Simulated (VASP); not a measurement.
## SrVO3: single point with r2SCAN+U

Crystal: SrVO3.

```
Sr V O
1.0
     3.84090    0.00000    0.00000
     0.00000    3.84090    0.00000
     0.00000    0.00000    3.84090
Sr V O
1 1 3
Cartesian
  1.9204 1.9204 1.9204
  0.0000 0.0000 0.0000
  1.9204 0.0000 0.0000
  0.0000 1.9204 0.0000
  0.0000 0.0000 1.9204
```

* Program: VASP 6.6.1
* Task: single point
* Functional: r2SCAN
* Potentials or basis: VASP PAW PBE potentials, release 64 (Sr_sv, V_sv, O)
* Cutoff: 520 eV
* k mesh: 5 × 5 × 5
* Occupations: gaussian, width 0.05 eV
* Spin: collinear spin, ferromagnetic start
* Starting moments: [0.0, 0.93, -0.02, -0.02, -0.02] μB
* Hubbard terms: V d U = 4.0 eV

- Pressure: 5.1 GPa
- Band gap on the k mesh: zero (filled and empty bands overlap)
- Net moment: 1.00 μB per cell
- Site moments: Sr -0.00; V +1.20; O -0.08 μB
- Valence electrons inside the program's atomic spheres: Sr 8.10; V 11.43; O 5.10

Levels at points of the mesh, in eV from the Fermi level:
Spin up:
```tsv
k point	band 19	band 20	band 21	band 22	band 23	band 24
(0.00, 0.00, 0.00)	-1.86	-1.86	-1.41	-1.41	-1.41	2.00
```
Spin down:
```tsv
k point	band 16	band 17	band 18	band 19	band 20	band 21	band 22	band 23	band 24	band 25
(0.00, 0.00, 0.00)	-2.89	-2.89	-2.04	-2.04	-2.04	1.75	1.75	1.75	2.81	2.81
```

Eigenvalues of the final occupation matrices:
| site | spin | trace | eigenvalues |
| --- | --- | --- | --- |
| site 2 d | 1 | 2.00 | 0.30 0.30 0.46 0.46 0.46 |
| site 2 d | 2 | 0.82 | 0.09 0.09 0.09 0.28 0.28 |

Run time: 72 s on 1 thread of Intel(R) Xeon(R) Platinum 8559C (Emerald Rapids) (shared host), peak memory 0.21 GiB.

Caveat: the cell stands under pressure; the PAW data sets were made with another functional, which shifts forces and pressure a little. The state reached can hang on the start; a lower one may exist.
